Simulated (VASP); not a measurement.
# LiCl in VASP: notebook

Aim: see how the results for LiCl move with the level of theory and the settings. Levels: PBE, r2SCAN. Tasks: single point.

Everything below comes from runs of VASP 6.6.1. Logs are shortened: lines on timing, memory, paths and dates and some standing lists are left out, and cuts for length are marked.

**1. The cell of the first run**

It takes space group Fm-3m (No. 225, cubic). Conventional cell: a = 5.265 Å, b = 5.265 Å, c = 5.265 Å, α = 90.00°, β = 90.00°, γ = 90.00°. Within 3.5 Å of Li (site symmetry m-3m) lie 6 Cl at 2.63 Å. Cl (site symmetry m-3m) has 6 Li at 2.63 Å within 3.5 Å.

**2. Single point, PBE (strain +3.0%)**

INCAR reads:

```
SYSTEM = LiCl
ALGO = Normal
EDIFF = 1E-6
ENCUT = 520
GGA = PE
ISIF = 2
ISMEAR = -1
LASPH = .TRUE.
LCHARG = .FALSE.
LREAL = .FALSE.
LWAVE = .FALSE.
NBANDS = 12
NELM = 80
PREC = Accurate
SIGMA = 0.02
```

KPOINTS reads:

```
k-points
0
G
  8 8 8
  0 0 0
```

POSCAR reads:

```
LiCl
1.0
    0.0000000000      2.6327181046      2.6327181046
    2.6327181046      0.0000000000      2.6327181046
    2.6327181046      2.6327181046      0.0000000000
Li Cl
1 1
Direct
    0.0000000000      0.0000000000      0.0000000000
    0.5000000000      0.5000000000      0.5000000000
```

Potentials or basis: VASP PAW PBE potentials, release 64 (Li_sv, Cl).

Launch:

```
$ cat potpaw_PBE.64/Li_sv/POTCAR potpaw_PBE.64/Cl/POTCAR > POTCAR
$ mpirun -np 1 vasp_std > vasp.out
```

OUTCAR:

```text
SYSTEM = LiCl
   EDIFF = 1E-6
   ENCUT = 520
   GGA = PE
   ISIF = 2
   ISMEAR = -1
   LASPH = .TRUE.
   LREAL = .FALSE.
   NELM = 80
   PREC = Accurate

 ion  position               nearest neighbor table
   1  0.000  0.000  0.000-   2 2.63   2 2.63   2 2.63   2 2.63   2 2.63   2 2.63
   2  0.500  0.500  0.500-   1 2.63   1 2.63   1 2.63   1 2.63   1 2.63   1 2.63

  LATTYP: Found a face centered cubic cell.
 ALAT       =     5.2654362092

  Lattice vectors:

 A1 = (   0.0000000000,   2.6327181046,   2.6327181046)
 A2 = (   2.6327181046,   0.0000000000,   2.6327181046)
 A3 = (   2.6327181046,   2.6327181046,   0.0000000000)

Analysis of symmetry for initial positions (statically):
=====================================================================
 Subroutine PRICEL returns:
 Original cell was already a primitive cell.

 Routine SETGRP: Setting up the symmetry group for a
 face centered cubic supercell.

 Subroutine GETGRP returns: Found 48 space group operations
 (whereof 48 operations were pure point group operations)
 out of a pool of 48 trial point group operations.

The static configuration has the point symmetry O_h .

Analysis of symmetry for dynamics (positions and initial velocities):
=====================================================================
 Subroutine PRICEL returns:
 Original cell was already a primitive cell.

 Routine SETGRP: Setting up the symmetry group for a
 face centered cubic supercell.

 Subroutine GETGRP returns: Found 48 space group operations
 (whereof 48 operations were pure point group operations)
 out of a pool of 48 trial point group operations.

The dynamic configuration has the point symmetry O_h .

 Subroutine INISYM returns: Found 48 space group operations
 (whereof 48 operations are pure point group operations),
 and found     1 'primitive' translations

----------------------------------------------------------------------------------------

                                     Primitive cell

  volume of cell :      36.4958

  direct lattice vectors                    reciprocal lattice vectors
     0.000000000  2.632718105  2.632718105    -0.189917788  0.189917788  0.189917788
     2.632718105  0.000000000  2.632718105     0.189917788 -0.189917788  0.189917788
     2.632718105  2.632718105  0.000000000     0.189917788  0.189917788 -0.189917788

  length of vectors
     3.723225649  3.723225649  3.723225649     0.328947259  0.328947259  0.328947259

  position of ions in fractional coordinates (direct lattice)
     0.000000000  0.000000000  0.000000000
     0.500000000  0.500000000  0.500000000

  ion indices of the primitive-cell ions
   primitive index   ion index
                 1           1
                 2           2

----------------------------------------------------------------------------------------

 KPOINTS: k-points

Automatic generation of k-mesh.
 Grid dimensions read from file:
 generate k-points for:    8    8    8

 Generating k-lattice:

  Cartesian coordinates                     Fractional coordinates (reciprocal lattice)
    -0.023739724  0.023739724  0.023739724     0.125000000  0.000000000  0.000000000
     0.023739724 -0.023739724  0.023739724     0.000000000  0.125000000  0.000000000
     0.023739724  0.023739724 -0.023739724     0.000000000  0.000000000  0.125000000

  Length of vectors
     0.041118407  0.041118407  0.041118407

  Shift w.r.t. Gamma in fractional coordinates (k-lattice)
     0.000000000  0.000000000  0.000000000

 Subroutine IBZKPT returns following result:
 ===========================================

 Found     29 irreducible k-points:

 Following reciprocal coordinates:
            Coordinates               Weight
  0.000000  0.000000  0.000000      1.000000
  0.125000  0.000000  0.000000      8.000000
  0.250000  0.000000  0.000000      8.000000
  0.375000  0.000000  0.000000      8.000000
  0.500000  0.000000  0.000000      4.000000
  0.125000  0.125000  0.000000      6.000000
[... 16 lines left out ...]
  0.500000  0.250000  0.125000     48.000000
 -0.375000  0.250000  0.125000     24.000000
 [... further k-points ...]
   k-points           NKPTS =     29   k-points in BZ     NKDIM =     29   number of bands    NBANDS=     12
   number of dos      NEDOS =    301   number of ions     NIONS =      2
   total plane-waves  NPLWV =  21952
   dimension x,y,z NGX =    28 NGY =   28 NGZ =   28
   dimension x,y,z NGXF=    56 NGYF=   56 NGZF=   56
   ions per type =               1   1
   NGX,Y,Z   is equivalent  to a cutoff of  12.50, 12.50, 12.50 a.u.
   NGXF,Y,Z  is equivalent  to a cutoff of  25.00, 25.00, 25.00 a.u.
 SYSTEM =  LiCl
   PREC   = accura    normal or accurate (medium, high low for compatibility)
   ISTART =      0    job   : 0-new  1-cont  2-samecut
   ICHARG =      2    charge: 1-file 2-atom 10-const
   ISPIN  =      1    spin polarized calculation?
   LNONCOLLINEAR =      F non collinear calculations
   LSORBIT =      F    spin-orbit coupling
   LASPH  =      T    aspherical Exc in radial PAW
   ENCUT  =  520.0 eV  38.22 Ry    6.18 a.u.   6.92  6.92  6.92*2*pi/ulx,y,z
   NELM   =     80;   NELMIN=  2; NELMDL= -5     # of ELM steps
   EDIFF  = 0.1E-05   stopping-criterion for ELM
   LREAL  =      F    real-space projection
   EDIFFG = 0.1E-04   stopping-criterion for IOM
   NSW    =      0    number of steps for IOM
   IBRION =     -1    ionic relax: 0-MD 1-quasi-New 2-CG
   NFREE  =      0    steps in history (QN), initial steepest desc. (CG)
   ISIF   =      2    stress and relaxation
   ISYM   =      2    0-nonsym 1-usesym 2-fastsym
   POTIM  = 0.5000    time-step for ionic-motion
   TEBEG  =    0.0;   TEEND  =   0.0 temperature during run
   PSTRESS=    0.0 pullay stress
   NELECT =      10.0000    total number of electrons
   NUPDOWN=      -1.0000    fix difference up-down
   EMIN   =  10.00;   EMAX   =-10.00  energy-range for DOS
   EFERMI =   0.00;   METHOD = LEGACY
   ISMEAR =    -1;   SIGMA  =   0.02  broadening in eV -4-tet -1-fermi 0-gaus
   EFERMI_NEDOS =   21; number of points for ismear=-14 and -15
   IALGO  =     38    algorithm
   IMIX   =      4    mixing-type and parameters
     AMIX     =   0.40;   BMIX     =  1.00
     AMIX_MAG =   1.60;   BMIX_MAG =  1.00
  volume/ion in A,a.u.               =      18.25       123.14
  Fermi-wavevector in a.u.,A,eV,Ry     =   1.063311  2.009367 15.383171  1.130631
  Thomas-Fermi vector in A             =   2.198792
   LORBIT       =      0    0 simple, 1 ext, 2 COOP (PROOUT), +10 PAW based schemes
   GGA     = PE    functional components
   LHFCALC =     F    Hartree Fock is set to
   AEXX    =    0.0000 exact exchange contribution
   IVDW    =     0    specifies the selected vdW correction
   LEPSILON=     F    determine dielectric tensor
   LRPA    =     F    only Hartree local field effects (RPA)
 non-spin polarized calculation
  energy-cutoff  :      520.00
  volume of cell :       36.50
 maximum number of plane-waves:       995
   NGX = 13   NGY = 13   NGZ = 13

 number of electron      10.0000002 magnetization

 Free energy of the ion-electron system (eV)
  ---------------------------------------------------
  ext. energy  EPLUGINS =         0.00000000
  ---------------------------------------------------
  free energy    TOTEN  =        -7.37187601 eV

  energy without entropy =       -7.37187601  energy(sigma->0) =       -7.37187601

 E-fermi :   0.4545     XC(G=0):  -8.3966

 val. band max:        0.0203283362   @ k =   0.0000   0.0000   0.0000
 cond. band min:       5.9361954857   @ k =   0.0000   0.0000   0.0000
 fundamental gap:      5.9158671495
 Fermi energy:         0.4545360893

 k-point     1 :       0.0000    0.0000    0.0000
  band No.  band energies     occupation
      1     -43.6558      2.00000
      2     -13.1192      2.00000
      3       0.0203      2.00000
      4       0.0203      2.00000
      5       0.0203      2.00000
      6       5.9362      0.00000
      7      11.8822      0.00000
      8      11.8822      0.00000
      9      11.8822      0.00000
     10      14.0728      0.00000
     11      14.0728      0.00000
     12      14.0728      0.00000

 k-point     2 :       0.1250    0.0000    0.0000
  band No.  band energies     occupation
      1     -43.6556      2.00000
      2     -13.0557      2.00000
      3      -0.4512      2.00000
      4      -0.0153      2.00000
      5      -0.0153      2.00000
      6       6.3894      0.00000
      7      11.0587      0.00000
      8      11.7232      0.00000
      9      11.7232      0.00000
     10      12.9173      0.00000
     11      12.9173      0.00000
     12      14.5396      0.00000

 k-point     3 :       0.2500    0.0000    0.0000
  band No.  band energies     occupation
      1     -43.6550      2.00000
      2     -12.8952      2.00000
      3      -1.3936      2.00000
      4      -0.0970      2.00000
      5      -0.0970      2.00000
      6       6.9440      0.00000
      7      10.5961      0.00000
      8      10.5961      0.00000
      9      10.6735      0.00000
     10      13.7700      0.00000
     11      13.7700      0.00000
     12      15.0733      0.00000
[... 286 lines left out ...]
 k-point    23 :       0.5000    0.2500    0.1250
  band No.  band energies     occupation
      1     -43.6541      2.00000
      2     -12.6186      2.00000
      3      -2.0372      2.00000
      4      -1.0310      2.00000
      5      -0.4057      2.00000
      6       8.1863      0.00000
      7       9.2699      0.00000
      8      10.1759      0.00000
      9      11.0151      0.00000
     10      14.0673      0.00000
     11      17.0603      0.00000
     12      17.3671      0.00000

 k-point    24 :      -0.3750    0.2500    0.1250
  band No.  band energies     occupation
      1     -43.6538      2.00000
      2     -12.5552      2.00000
      3      -2.2355      2.00000
      4      -1.1165      2.00000
      5      -0.4834      2.00000
      6       8.0594      0.00000
      7       9.2067      0.00000
      8      10.3797      0.00000
      9      11.2620      0.00000
     10      15.1760      0.00000
     11      15.6384      0.00000
     12      17.7208      0.00000

 [... further k-points ...]
[... 5 lines left out ...]
  --------------------------------------------------------------------------------------
  -------------------------------------------------------------------------------------
  Total       -0.4385022     -0.4385022     -0.4385022      0.0000000      0.0000000     -0.0000000
  in kB      -19.2503777    -19.2503777    -19.2503777      0.0000000      0.0000000     -0.0000000
  external PRESSURE =     -19.2503777 kB  Pullay stress =       0.0000000 kB

 VOLUME and BASIS-vectors are now :
 -----------------------------------------------------------------------------
  energy-cutoff  :      520.00
  volume of cell :       36.50
      direct lattice vectors                 reciprocal lattice vectors
     0.000000000  2.632718105  2.632718105    -0.189917788  0.189917788  0.189917788
     2.632718105  0.000000000  2.632718105     0.189917788 -0.189917788  0.189917788
     2.632718105  2.632718105  0.000000000     0.189917788  0.189917788 -0.189917788

 POSITION                                       TOTAL-FORCE (eV/Angst)
 -----------------------------------------------------------------------------------
      0.00000      0.00000      0.00000         0.000000      0.000000      0.000000
      2.63272      2.63272      2.63272         0.000000      0.000000     -0.000000
 -----------------------------------------------------------------------------------
    total drift:                                0.000000      0.000000      0.000000

  FREE ENERGIE OF THE ION-ELECTRON SYSTEM (eV)
  ---------------------------------------------------
  free  energy   TOTEN  =        -7.3718760100 eV

  energy  without entropy=       -7.3718760100  energy(sigma->0) =       -7.37187601
```

Wall time 11 s (1 thread of AMD EPYC 7R43 (Zen 3), shared host); peak memory 0.12 GiB.

What came out:

```
Free energy            : -7.3719 eV
Band gap on the k mesh : 5.92 eV, direct
```

Caveat: the cell differs from its parent crystal (strain +3.0%); the cutoff is under 1.25 times the usual one of these potentials, so pressure, stress and relaxed cells hold a basis-set (Pulay) error. A k mesh can miss the band edges.

(Part 1 of 2 ends here.)
